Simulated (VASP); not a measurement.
Co, 1 atom in the cell. Symmetry: Fm-3m, No. 225, cubic system. The conventional cell has a = 3.545 Å, b = 3.545 Å, c = 3.545 Å, α = 90.00°, β = 90.00°, γ = 90.00°. Co (site symmetry m-3m) has 12 Co at 2.51 Å within 3.3 Å. 

```yaml
Program: VASP 6.6.1
Task: single point
Functional: revPBE
Potentials_or_basis: VASP PAW PBE potentials, release 64 (Co)
Cutoff: 520 eV
k_mesh: 17 × 17 × 17
Occupations: fermi-dirac, width 0.05 eV
Spin: collinear spin, ferromagnetic start
Starting_moments: "[1.757] μB"
Dipole_correction: no
Further_INCAR_settings: ALGO = Normal; EDIFF = 1e-06; NBANDS = 14
```

Potentials or basis: VASP PAW PBE potentials, release 64 (Co).

The run is started by

```sh
$ cat potpaw_PBE.64/Co/POTCAR > POTCAR
$ mpirun -np 1 vasp_std > vasp.out
```

Hardware: 1 thread of Intel(R) Xeon(R) Platinum 8259CL CPU @ 2.50GHz (Skylake/Cascade Lake) (shared host).

Problem. How long does it take, and how much memory?

Solution. It took 54 s on 1 thread of Intel(R) Xeon(R) Platinum 8259CL CPU @ 2.50GHz (Skylake/Cascade Lake), with other jobs on the host, peak memory 0.16 GiB. Counts: scf iterations 14, k points 165.
